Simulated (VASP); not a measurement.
Write the native input for VASP 6.6.1 that does the following.

* Task: single point
* Functional: PBE
* Potentials or basis: VASP PAW PBE potentials, release 64 (Hf_pv, O)
* Cutoff: 600 eV
* k mesh: 1 × 1 × 1
* Occupations: fermi-dirac, width 0.01 eV
* Spin: no spin polarisation
* Dipole correction: no
* Further INCAR settings: LREAL = Auto; ALGO = Normal; EDIFF = 1e-06; NBANDS = 406

The structure of HfO2 lies in POSCAR:

```
HfO2
1.0
   10.3232443365      0.0000000000     -0.0100672117
    0.0000000000     10.4249879531      0.0000000000
   -1.7858212373      0.0000000000     10.5551946600
Hf O
32 64
Direct
    0.1378729000      0.2285572336      0.3541856371
    0.3621271000      0.4785572336      0.3958143629
    0.3621271000      0.2714427663      0.1458143629
    0.1378729000      0.0214427664      0.1041856371
    0.1378729000      0.2285572336      0.8541856371
    0.3621271000      0.4785572336      0.8958143629
    0.3621271000      0.2714427663      0.6458143629
    0.1378729000      0.0214427664      0.6041856371
    0.1378729000      0.7285572336      0.3541856371
    0.3621271000      0.9785572336      0.3958143629
    0.3621271000      0.7714427664      0.1458143629
    0.1378729000      0.5214427664      0.1041856371
    0.1378729000      0.7285572336      0.8541856371
    0.3621271000      0.9785572336      0.8958143629
    0.3621271000      0.7714427664      0.6458143629
    0.1378729000      0.5214427664      0.6041856371
    0.6378729000      0.2285572336      0.3541856371
    0.8621271000      0.4785572336      0.3958143629
    0.8621271000      0.2714427663      0.1458143629
    0.6378729000      0.0214427664      0.1041856371
    0.6378729000      0.2285572336      0.8541856371
    0.8621271000      0.4785572336      0.8958143629
    0.8621271000      0.2714427663      0.6458143629
    0.6378729000      0.0214427664      0.6041856371
    0.6378729000      0.7285572336      0.3541856371
    0.8621271000      0.9785572336      0.3958143629
    0.8621271000      0.7714427664      0.1458143629
    0.6378729000      0.5214427664      0.1041856371
    0.6378729000      0.7285572336      0.8541856371
    0.8621271000      0.9785572336      0.8958143629
    0.8621271000      0.7714427664      0.6458143629
    0.6378729000      0.5214427664      0.6041856371
    0.2245836548      0.3713955701      0.4883319810
    0.2754163452      0.1213955701      0.2616680190
    0.2754163452      0.1286044299      0.0116680190
    0.2245836548      0.3786044299      0.2383319810
    0.0335789670      0.1643358938      0.1742036034
    0.4664210330      0.4143358939      0.0757963966
    0.4664210330      0.3356641061      0.3257963966
    0.0335789670      0.0856641062      0.4242036034
    0.2245836548      0.3713955701      0.9883319810
    0.2754163452      0.1213955701      0.7616680190
    0.2754163452      0.1286044299      0.5116680190
    0.2245836548      0.3786044299      0.7383319810
    0.0335789670      0.1643358938      0.6742036034
    0.4664210330      0.4143358939      0.5757963966
    0.4664210330      0.3356641061      0.8257963966
    0.0335789670      0.0856641062      0.9242036034
    0.2245836548      0.8713955701      0.4883319810
    0.2754163452      0.6213955701      0.2616680190
    0.2754163452      0.6286044299      0.0116680190
    0.2245836548      0.8786044299      0.2383319810
    0.0335789670      0.6643358938      0.1742036034
    0.4664210330      0.9143358938      0.0757963966
    0.4664210330      0.8356641062      0.3257963966
    0.0335789670      0.5856641062      0.4242036034
    0.2245836548      0.8713955701      0.9883319810
    0.2754163452      0.6213955701      0.7616680190
    0.2754163452      0.6286044299      0.5116680190
    0.2245836548      0.8786044299      0.7383319810
    0.0335789670      0.6643358938      0.6742036034
    0.4664210330      0.9143358938      0.5757963966
    0.4664210330      0.8356641062      0.8257963966
    0.0335789670      0.5856641062      0.9242036034
    0.7245836548      0.3713955701      0.4883319810
    0.7754163452      0.1213955701      0.2616680190
    0.7754163452      0.1286044299      0.0116680190
    0.7245836548      0.3786044299      0.2383319810
    0.5335789670      0.1643358938      0.1742036034
    0.9664210330      0.4143358939      0.0757963966
    0.9664210330      0.3356641061      0.3257963966
    0.5335789670      0.0856641062      0.4242036034
    0.7245836548      0.3713955701      0.9883319810
    0.7754163452      0.1213955701      0.7616680190
    0.7754163452      0.1286044299      0.5116680190
    0.7245836548      0.3786044299      0.7383319810
    0.5335789670      0.1643358938      0.6742036034
    0.9664210330      0.4143358939      0.5757963966
    0.9664210330      0.3356641061      0.8257963966
    0.5335789670      0.0856641062      0.9242036034
    0.7245836548      0.8713955701      0.4883319810
    0.7754163452      0.6213955701      0.2616680190
    0.7754163452      0.6286044299      0.0116680190
    0.7245836548      0.8786044299      0.2383319810
    0.5335789670      0.6643358938      0.1742036034
    0.9664210330      0.9143358938      0.0757963966
    0.9664210330      0.8356641062      0.3257963966
    0.5335789670      0.5856641062      0.4242036034
    0.7245836548      0.8713955701      0.9883319810
    0.7754163452      0.6213955701      0.7616680190
    0.7754163452      0.6286044299      0.5116680190
    0.7245836548      0.8786044299      0.7383319810
    0.5335789670      0.6643358938      0.6742036034
    0.9664210330      0.9143358938      0.5757963966
    0.9664210330      0.8356641062      0.8257963966
    0.5335789670      0.5856641062      0.9242036034
```

The input as run:

INCAR

```
  PREC = Accurate
  ENCUT = 600
  EDIFF = 1E-6
  ISMEAR = -1
  SIGMA = 0.01
  LREAL = Auto
  LASPH = True
  NELM = 120
  ALGO = Normal
  ISIF = 2
  LWAVE = False
  LCHARG = True
  GGA = PE
  LELF = True
  LVHAR = True
  NBANDS = 406
  GGA_COMPAT = False
```

KPOINTS

```
Automatic mesh
0
Gamma
  1 1 1
```

Potentials or basis: VASP PAW PBE potentials, release 64 (Hf_pv, O).

Launch:

```bash
$ cat potpaw_PBE.64/Hf_pv/POTCAR potpaw_PBE.64/O/POTCAR > POTCAR
$ mpirun -np 1 vasp_gam > vasp.out
```

Results of the run:

The pressure is -3.3 GPa and the largest force is 0.097 eV/Å. The band gap on the k mesh is 3.99 eV.

Caveat: the k points lie up to 0.62 Å⁻¹ apart; spin-orbit coupling is left out, which moves the levels of the heavy elements.

Wall time 33 min on 1 thread of Intel Xeon 8259CL (shared host), peak memory 1.2 GiB.
